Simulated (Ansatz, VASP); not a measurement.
One calculation of AlNi, two programs

The input INCAR:

```
PREC     = Accurate       # precision mode
ENCUT    = 520            # plane-wave cutoff, eV
EDIFF    = 1E-7           # SCF threshold, eV
ISMEAR   = 0              # smearing method
SIGMA    = 0.15           # smearing width, eV
LREAL    = False          # projectors in reciprocal space
LASPH    = True           # aspherical terms in the spheres
NELM     = 100            # most SCF steps
ALGO     = Normal         # electronic algorithm
ISIF     = 2              # what is computed and relaxed
LWAVE    = False          # write WAVECAR
LCHARG   = False          # write CHGCAR
GGA      = PE             # functional
NBANDS   = 14             # bands
```

KPOINTS

```
regular mesh
0
Gamma
  16 16 16
```

File POSCAR:

```
AlNi
1.0
    2.9410322676      0.0000000000      0.0000000000
    0.0000000000      2.9410322676      0.0000000000
    0.0000000000      0.0000000000      2.9410322676
Al Ni
1 1
Direct
    0.0000000000      0.0000000000      0.0000000000
    0.5000000000      0.5000000000      0.5000000000
```

Input for Ansatz:

```yaml
crystal:
  lattice:
    - [2.9410322676, 0.0, 0.0]
    - [0.0, 2.9410322676, 0.0]
    - [0.0, 0.0, 2.9410322676]
  atoms:
    - { symbol: Al, position: [0.0, 0.0, 0.0] }
    - { symbol: Ni, position: [0.5, 0.5, 0.5] }
basis:
  ecutwfc: 520.0
kpoints:
  mp_grid: { grid: [16, 16, 16] }
hamiltonian:
  xc: pbe
  pseudopotentials: { kind: paw, azcp: { folder: soft_1 } }
scf:
  occupations: { method: gaussian, width: 0.15 }
output:
  forces: true
  stress: true
  eigenvalues: true
```

Change from the starting cell: mode 6 frozen in at +0.000 Å, equal normal strain along x, y and z +0.0167.

Alike in both runs: task single point; functional PBE; k mesh 16 × 16 × 16; occupations gaussian, width 0.15 eV; no spin polarisation.

|  | VASP | Ansatz |
| --- | --- | --- |
| version | VASP 6.6.1 | Ansatz 0.2.0 |
| potentials or method | VASP PAW PBE potentials, release 64 (Al, Ni), cutoff 520 eV | scalar-relativistic, plane waves, PAW |
| valence electrons in the cell | 13 | 21 |

Ansatz gave:

| Item | Value |
| --- | --- |
| gap on the k mesh at the Fermi level (eV) | none |
| pressure (GPa) | -7.1 |

**Question.** Which values does VASP return?

**Answer.** gap on the k mesh at the Fermi level (eV): none; pressure (GPa): -7.0.

A gap of «none» marks a metal or a gap that the smearing closes. With one functional, cell and mesh, what is left measures potentials, basis and numerics. VASP's potentials hold 13 valence electrons a cell and Ansatz's 21, so a difference there can come from the potentials and not from the codes.
